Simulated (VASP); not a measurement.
# Yb (C2/m) in VASP: notebook, part 2 of 3

VASP 6.6.1.

### Step 3. Single point, PBE (engineering shear strain xz -0.1100, normal strain along z -0.1100)

The input, INCAR:

```
  PREC = Accurate
  ENCUT = 520
  EDIFF = 1E-6
  ISMEAR = 0
  SIGMA = 0.15
  LREAL = F
  LASPH = T
  NELM = 60
  ALGO = Fast
  ISIF = 2
  LWAVE = F
  LCHARG = T
  GGA = PE
  LELF = T
  LVHAR = T
  NBANDS = 18
```

The input, KPOINTS:

```
Automatic mesh
0
Gamma
  14 14 14
```

The input, POSCAR:

```
Yb
1.0
   -0.1436484195      2.6117894455      2.3244926065
    2.4681410260      0.0000000000      2.1808441870
    2.6117894455      2.6117894455     -0.1436484195
Yb
1
Direct
    0.0000000000      0.0000000000      0.0000000000
```

Potentials or basis: VASP PAW PBE potentials, release 64 (Yb).

Run with:

```bash
$ cat potpaw_PBE.64/Yb/POTCAR > POTCAR
$ mpirun -np 1 vasp_std > vasp.out
```

OUTCAR:

```text
PREC = Accurate
   ENCUT = 520
   EDIFF = 1E-6
   ISMEAR = 0
   LREAL = F
   LASPH = T
   NELM = 60
   ISIF = 2
   GGA = PE

 ion  position               nearest neighbor table
   1  0.000  0.000  0.000-

  LATTYP: Found a base centered monoclinic cell.
 ALAT       =     4.6578539033
 B/A-ratio  =     1.1214561469
 C/A-ratio  =     0.7071067812
 COS(beta)  =    -0.6146637692

  Lattice vectors:

 A1 = (   0.1436484195,  -2.6117894455,  -2.3244926065)
 A2 = (   0.1436484195,   2.6117894455,  -2.3244926065)
 A3 = (   2.4681410260,   0.0000000000,   2.1808441870)

Analysis of symmetry for initial positions (statically):
=====================================================================
 Subroutine PRICEL returns:
 Original cell was already a primitive cell.

 Routine SETGRP: Setting up the symmetry group for a
 base centered monoclinic supercell.

 Subroutine GETGRP returns: Found  4 space group operations
 (whereof  4 operations were pure point group operations)
 out of a pool of  4 trial point group operations.

The static configuration has the point symmetry C_2h.

Analysis of symmetry for dynamics (positions and initial velocities):
=====================================================================
 Subroutine PRICEL returns:
 Original cell was already a primitive cell.

 Routine SETGRP: Setting up the symmetry group for a
 base centered monoclinic supercell.

 Subroutine GETGRP returns: Found  4 space group operations
 (whereof  4 operations were pure point group operations)
 out of a pool of  4 trial point group operations.

The dynamic configuration has the point symmetry C_2h.

 Subroutine INISYM returns: Found  4 space group operations
[... 107 lines left out ...]
   NUPDOWN=      -1.0000    fix difference up-down
   EMIN   =  10.00;   EMAX   =-10.00  energy-range for DOS
   EFERMI =   0.00;   METHOD = LEGACY
   ISMEAR =     0;   SIGMA  =   0.15  broadening in eV -4-tet -1-fermi 0-gaus
   EFERMI_NEDOS =   21; number of points for ismear=-14 and -15
   IALGO  =     68    algorithm
   IMIX   =      4    mixing-type and parameters
     AMIX     =   0.40;   BMIX     =  1.00
     AMIX_MAG =   1.60;   BMIX_MAG =  1.00
  volume/ion in A,a.u.               =      31.61       213.28
  Fermi-wavevector in a.u.,A,eV,Ry     =   1.493574  2.822445 30.351360  2.230762
  Thomas-Fermi vector in A             =   2.605957
   LORBIT       =      0    0 simple, 1 ext, 2 COOP (PROOUT), +10 PAW based schemes
   GGA     = PE    functional components
   LHFCALC =     F    Hartree Fock is set to
   AEXX    =    0.0000 exact exchange contribution
   IVDW    =     0    specifies the selected vdW correction
   LEPSILON=     F    determine dielectric tensor
   LRPA    =     F    only Hartree local field effects (RPA)
 non-spin polarized calculation
 RMM-DIIS sequential band-by-band and
 Gauss-broadening in eV      SIGMA  =   0.15
  energy-cutoff  :      520.00
  volume of cell :       31.61
 maximum number of plane-waves:       870
 NGX is ok and might be reduce to    28
   NGX = 13   NGY = 13   NGZ = 13

 number of electron      24.0000000 magnetization

 Free energy of the ion-electron system (eV)
  ---------------------------------------------------
  ext. energy  EPLUGINS =         0.00000000
  ---------------------------------------------------
  free energy    TOTEN  =        -3.50333737 eV

  energy without entropy =       -3.48875327  energy(sigma->0) =       -3.49604532

 E-fermi :   1.9530     XC(G=0): -10.0198

 val. band max:        1.9518204798   @ k =   0.4286  -0.3571   0.0714
 cond. band min:       1.9547748137   @ k =   0.2143  -0.2857   0.3571
 fundamental gap:      0.0029543339
 Fermi energy:         1.9530438638

 k-point     1 :       0.0000    0.0000    0.0000
  band No.  band energies     occupation
      1     -49.6764      2.00000
      2     -21.7810      2.00000
      3     -21.7658      2.00000
      4     -21.7178      2.00000
      5      -3.4257      2.00000
      6       1.4112      2.00000
[... 481 lines left out ...]
      5      -2.8351      2.00000
      6       1.4133      2.00000
[... 10 lines left out ...]
     17       7.3570      0.00000
     18      13.1823      0.00000

 [... further k-points ...]

------------------------ aborting loop because EDIFF is reached ----------------------------------------

  FORCE on cell =-STRESS in cart. coord.  units (eV):
  Direction    XX          YY          ZZ          XY          YZ          ZX
  --------------------------------------------------------------------------------------
  -------------------------------------------------------------------------------------
  Total        0.6785644      0.4679111      0.5347536      0.0000000      0.0000000      0.7702769
  in kB       34.3990002     23.7201870     27.1086818      0.0000000      0.0000000     39.0482539
  external PRESSURE =      28.4092897 kB  Pullay stress =       0.0000000 kB

 VOLUME and BASIS-vectors are now :
 -----------------------------------------------------------------------------
  energy-cutoff  :      520.00
  volume of cell :       31.61
      direct lattice vectors                 reciprocal lattice vectors
    -0.143648420  2.611789445  2.324492606    -0.180221640  0.191439628  0.203963413
     2.468141026  0.000000000  2.180844187     0.203963413 -0.191439628  0.227705186
     2.611789445  2.611789445 -0.143648420     0.180221640  0.191439628 -0.203963413

 POSITION                                       TOTAL-FORCE (eV/Angst)
 -----------------------------------------------------------------------------------
      0.00000      0.00000      0.00000         0.000000      0.000000      0.000000
 -----------------------------------------------------------------------------------
    total drift:                               -0.000000     -0.000000     -0.000000

  FREE ENERGIE OF THE ION-ELECTRON SYSTEM (eV)
  ---------------------------------------------------
  free  energy   TOTEN  =        -3.5033373658 eV

  energy  without entropy=       -3.4887532717  energy(sigma->0) =       -3.49604532
```

stdout:

```text
POSCAR found type information on POSCAR Yb
 POSCAR found :  1 types and       1 ions
 scaLAPACK will be used
 LDA part: xc-table for (Slater+PW92), standard interpolation
 POSCAR, INCAR and KPOINTS ok, starting setup
 FFT: planning ... GRIDC
 FFT: planning ... GRID_SOFT
 FFT: planning ... GRID
 WAVECAR not read
 entering main loop
```

Wall time 12 min (1 thread of Intel Xeon 6975P-C (Granite Rapids), shared host); peak memory 0.56 GiB.

Results:

| Property | Result |
| --- | --- |
| Free energy | -3.5033 eV |
| Pressure | 2.8 GPa |
| Band gap on the k mesh | zero (bands 12 and 13 overlap by 0.66 eV) |

Caveat: the cell differs from its parent crystal (engineering shear strain xz -0.1100, normal strain along z -0.1100); spin-orbit coupling is left out, which moves the levels of the heavy elements. Spin polarisation is off, so any magnetic state and its effect on volume and gap are missing.

(Continued in part 3 of 3.)
